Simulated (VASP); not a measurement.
CuO: single point with PBE

The system is CuO.

```
CELL_PARAMETERS angstrom
2.34185 -1.71130 0.00000
-1.49182 -1.71130 -5.05787
2.34185 5.13390 0.00000
ATOMIC_POSITIONS crystal
Cu 0.32133 0.95658 0.29054
Cu 0.67867 0.04342 0.70946
Cu 0.32256 0.52186 0.68365
Cu 0.67744 0.47814 0.31635
O 0.41767 0.70732 0.00990
O 0.41393 0.79268 0.65850
O 0.22494 0.34817 0.07342
O 0.94346 0.15183 0.25818
```

- Program: VASP 6.6.1
- Task: single point
- Functional: PBE
- Potentials or basis: VASP PAW PBE potentials, release 64 (Cu, O)
- Cutoff: 520 eV
- k mesh: 5 × 3 × 3
- Occupations: fermi-dirac, width 0.05 eV
- Spin: no spin polarisation

The pressure is 56.7 GPa, the largest force is 16.366 eV/Å and the band gap on the k mesh is zero (bands 34 and 35 overlap by 0.20 eV).

Forces in eV/Å, atoms in the order of the input:
```
Cu    3.569  -0.562   2.669
Cu    5.424  -5.317 -14.497
Cu    0.458   2.275   8.681
Cu    5.257  -0.079  -3.120
O     2.051   2.125   0.733
O    -5.749   1.457   6.383
O    -7.039  -1.731   2.680
O    -3.971   1.831  -3.529
```

Stress tensor (GPa, compression positive):
```
48.61  3.29 -2.52
 3.29 40.90 21.04
-2.52 21.04 80.55
```

Levels at points of the mesh, in eV from the Fermi level:
```csv
k point,band 31,band 32,band 33,band 34,band 35,band 36,band 37,band 38
"(0.00, 0.00, 0.00)",-0.58,-0.39,-0.27,0.02,0.22,0.38,0.65,4.19
```

Wall time 74 s on 1 thread of Intel(R) Xeon(R) Platinum 8488C (Sapphire Rapids) (shared host), peak memory 0.22 GiB.

Caveat: the k points lie up to 0.45 Å⁻¹ apart; semilocal functionals often make such compounds metallic where correlation or magnetic order opens a gap, which also shifts bond lengths; forces of over 1 eV/Å act on the atoms, so gaps and moduli don't describe the material at rest. With open d or f shells a metallic result of PBE can be an artefact of self-interaction; +U or a hybrid may open a gap.
